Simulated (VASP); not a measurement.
# MgO (Cmcm) in VASP: notebook, part 2 of 2

VASP 6.6.1.

## (4) Single point, PBEsol (mode 5 frozen in at -0.098 Å, strain +e along z and -e/2 along x and y +0.0700)

The input, INCAR:

```
SYSTEM = MgO
PREC = Accurate
ENCUT = 520
EDIFF = 1E-7
ISMEAR = 0
SIGMA = 0.05
LREAL = .FALSE.
LASPH = .TRUE.
NELM = 60
ALGO = Normal
ISIF = 2
LWAVE = .FALSE.
LCHARG = .TRUE.
GGA = PS
LELF = .TRUE.
LVHAR = .TRUE.
NBANDS = 16
```

The input, KPOINTS:

```
regular mesh
0
G
  9 9 6
  0 0 0
```

The input, POSCAR:

```
MgO
1.0
    3.3724495628      0.0000000000      0.0000000000
   -1.6862247814      2.9206269943      0.0000000000
    0.0000000000      0.0000000000      4.4883431560
Mg O
2 2
Direct
    0.6505427316      0.3010854632      0.7500000000
    0.3494572684      0.6989145368      0.2500000000
    0.6785385383      0.3570770766      0.2500000000
    0.3214614617      0.6429229234      0.7500000000
```

Potentials or basis: VASP PAW PBE potentials, release 64 (Mg, O).

Command:

```console
cat potpaw_PBE.64/Mg/POTCAR potpaw_PBE.64/O/POTCAR > POTCAR
mpirun -np 1 vasp_std > vasp.out
```

OUTCAR:

```text
SYSTEM = MgO
   PREC = Accurate
   ENCUT = 520
   EDIFF = 1E-7
   ISMEAR = 0
   LREAL = .FALSE.
   LASPH = .TRUE.
   NELM = 60
   ISIF = 2
   GGA = PS

 ion  position               nearest neighbor table
   1  0.651  0.301  0.750-   4 1.92   4 1.96   4 1.96   3 2.25   3 2.25   2 2.85   2 2.85   2 3.04
                             2 3.04   2 3.04   2 3.04
   2  0.349  0.699  0.250-   3 1.92   3 1.96   3 1.96   4 2.25   4 2.25   1 2.85   1 2.85   1 3.04
                             1 3.04   1 3.04   1 3.04
   3  0.679  0.357  0.250-   2 1.92   2 1.96   2 1.96   1 2.25   1 2.25
   4  0.321  0.643  0.750-   1 1.92   1 1.96   1 1.96   2 2.25   2 2.25

  LATTYP: Found a hexagonal cell.
 ALAT       =     3.3724495628
 C/A-ratio  =     1.3308851837

  Lattice vectors:

 A1 = (   3.3724495628,   0.0000000000,   0.0000000000)
 A2 = (  -1.6862247814,   2.9206269943,   0.0000000000)
 A3 = (   0.0000000000,   0.0000000000,   4.4883431560)

Analysis of symmetry for initial positions (statically):
=====================================================================
 Subroutine PRICEL returns:
 Original cell was already a primitive cell.

 Routine SETGRP: Setting up the symmetry group for a
 hexagonal supercell.

 Subroutine GETGRP returns: Found  8 space group operations
 (whereof  4 operations were pure point group operations)
 out of a pool of 24 trial point group operations.

The static configuration has the point symmetry C_2h.
 The point group associated with its full space group is D_2h.

Analysis of symmetry for dynamics (positions and initial velocities):
=====================================================================
 Subroutine PRICEL returns:
 Original cell was already a primitive cell.

 Routine SETGRP: Setting up the symmetry group for a
 hexagonal supercell.

 Subroutine GETGRP returns: Found  8 space group operations
 (whereof  4 operations were pure point group operations)
 out of a pool of 24 trial point group operations.

[... 121 lines left out ...]
   EFERMI_NEDOS =   21; number of points for ismear=-14 and -15
   IALGO  =     38    algorithm
   IMIX   =      4    mixing-type and parameters
     AMIX     =   0.40;   BMIX     =  1.00
     AMIX_MAG =   1.60;   BMIX_MAG =  1.00
  volume/ion in A,a.u.               =      11.05        74.58
  Fermi-wavevector in a.u.,A,eV,Ry     =   1.166664  2.204674 18.518941  1.361104
  Thomas-Fermi vector in A             =   2.303174
   LORBIT       =      0    0 simple, 1 ext, 2 COOP (PROOUT), +10 PAW based schemes
   GGA     = PS    functional components
   LHFCALC =     F    Hartree Fock is set to
   AEXX    =    0.0000 exact exchange contribution
   IVDW    =     0    specifies the selected vdW correction
   LEPSILON=     F    determine dielectric tensor
   LRPA    =     F    only Hartree local field effects (RPA)
 non-spin polarized calculation
 Gauss-broadening in eV      SIGMA  =   0.05
  energy-cutoff  :      520.00
  volume of cell :       44.21
 maximum number of plane-waves:      1217
 NGX is ok and might be reduce to    28
   NGX = 13   NGY = 13   NGZ = 17

 number of electron      15.9999993 magnetization

 Free energy of the ion-electron system (eV)
  ---------------------------------------------------
  ext. energy  EPLUGINS =         0.00000000
  ---------------------------------------------------
  free energy    TOTEN  =       -24.52011209 eV

  energy without entropy =      -24.52011209  energy(sigma->0) =      -24.52011209

 E-fermi :   2.2695     XC(G=0): -10.3064

 val. band max:        1.9954671955   @ k =   0.0000   0.0000   0.0000
 cond. band min:       5.1242894990   @ k =   0.0000   0.0000   0.0000
 fundamental gap:      3.1288223035
 Fermi energy:         2.2695434309

 k-point     1 :       0.0000    0.0000    0.0000
  band No.  band energies     occupation
      1     -14.9588      2.00000
      2     -13.7331      2.00000
      3      -1.9693      2.00000
      4       0.2464      2.00000
      5       0.3299      2.00000
      6       0.8146      2.00000
[... 433 lines left out ...]
      3      -1.6322      2.00000
      4      -0.5534      2.00000
      5      -0.3423      2.00000
      6      -0.2331      2.00000
[... 8 lines left out ...]
     15      15.5839      0.00000
     16      17.5626      0.00000

 [... further k-points ...]
[... 5 lines left out ...]
  --------------------------------------------------------------------------------------
  -------------------------------------------------------------------------------------
  Total        1.6457539      2.4130204     -2.0515694      0.0000000     -0.0000000      0.0000000
  in kB       59.6441513     87.4508353    -74.3514043      0.0000000     -0.0000000      0.0000000
  external PRESSURE =      24.2478608 kB  Pullay stress =       0.0000000 kB

 VOLUME and BASIS-vectors are now :
 -----------------------------------------------------------------------------
  energy-cutoff  :      520.00
  volume of cell :       44.21
      direct lattice vectors                 reciprocal lattice vectors
     3.372449563  0.000000000  0.000000000     0.296520372  0.171196117  0.000000000
    -1.686224781  2.920626994  0.000000000     0.000000000  0.342392234  0.000000000
     0.000000000  0.000000000  4.488343156     0.000000000  0.000000000  0.222799364

 POSITION                                       TOTAL-FORCE (eV/Angst)
 -----------------------------------------------------------------------------------
      1.68622      0.87936      3.36626        -0.000000      0.784925      0.000000
      0.00000      2.04127      1.12209         0.000000     -0.784925      0.000000
      1.68622      1.04289      1.12209        -0.000000     -0.119718      0.000000
     -0.00000      1.87774      3.36626         0.000000      0.119718     -0.000000
 -----------------------------------------------------------------------------------
    total drift:                               -0.000000      0.000000     -0.000000

  FREE ENERGIE OF THE ION-ELECTRON SYSTEM (eV)
  ---------------------------------------------------
  free  energy   TOTEN  =       -24.5201120886 eV

  energy  without entropy=      -24.5201120886  energy(sigma->0) =      -24.52011209
```

OSZICAR:

```text
N       E                     dE             d eps       ncg     rms          rms(c)
DAV:   1     0.596973223382E+02    0.59697E+02   -0.75188E+03  3208   0.888E+02
DAV:   2    -0.244410855408E+02   -0.84138E+02   -0.77021E+02  4512   0.195E+02
DAV:   3    -0.281716989796E+02   -0.37306E+01   -0.37190E+01  3512   0.426E+01
DAV:   4    -0.281866010911E+02   -0.14902E-01   -0.14902E-01  3872   0.311E+00
DAV:   5    -0.281866725452E+02   -0.71454E-04   -0.71454E-04  3496   0.208E-01    0.106E+01
DAV:   6    -0.246213389824E+02    0.35653E+01   -0.93334E+00  3240   0.236E+01    0.357E+00
DAV:   7    -0.245541098701E+02    0.67229E-01   -0.14914E-01  3216   0.312E+00    0.208E+00
DAV:   8    -0.245219887768E+02    0.32121E-01   -0.84138E-02  3488   0.310E+00    0.477E-01
DAV:   9    -0.245197238593E+02    0.22649E-02   -0.43298E-03  3856   0.589E-01    0.124E-01
DAV:  10    -0.245201080836E+02   -0.38422E-03   -0.35471E-04  3200   0.138E-01    0.124E-02
DAV:  11    -0.245201126816E+02   -0.45980E-05   -0.18469E-05  3992   0.293E-02    0.114E-02
DAV:  12    -0.245201121317E+02    0.54991E-06   -0.25705E-06  3200   0.129E-02    0.198E-03
DAV:  13    -0.245201120886E+02    0.43056E-07   -0.88000E-08  2768   0.256E-03
   1 F= -.24520112E+02 E0= -.24520112E+02  d E =-.518159E-17
```

Wall time 27 s (1 thread of Intel Xeon 6975P-C (Granite Rapids), shared host); peak memory 0.21 GiB.

Results:

```yaml
Free_energy: -24.5201 eV
Pressure: 2.4 GPa
Largest_force: 0.785 eV/Å
Band_gap_on_the_k_mesh: 3.13 eV, direct
```

Forces in eV/Å, atoms in the order of the input:
```
Mg   0.000  0.785  0.000
Mg   0.000 -0.785  0.000
O    0.000 -0.120  0.000
O    0.000  0.120  0.000
```

Stress tensor (GPa, compression positive):
```
 5.96  0.00  0.00
 0.00  8.75  0.00
 0.00  0.00 -7.44
```

Levels at points of the mesh, in eV from the valence-band top:
| k point | band 5 | band 6 | band 7 | band 8 | band 9 | band 10 | band 11 | band 12 |
| --- | --- | --- | --- | --- | --- | --- | --- | --- |
| (0.00, 0.00, 0.00) | -1.67 | -1.18 | -0.92 | 0.00 | 3.13 | 8.96 | 10.95 | 12.66 |
| (0.00, 0.00, 0.50) | -1.42 | -1.42 | -1.35 | -1.35 | 6.10 | 6.10 | 13.25 | 13.25 |

Caveat: the cell differs from its parent crystal (mode 5 frozen in at -0.098 Å, strain +e along z and -e/2 along x and y +0.0700); the PAW data sets were made with another functional, which shifts forces and pressure a little.
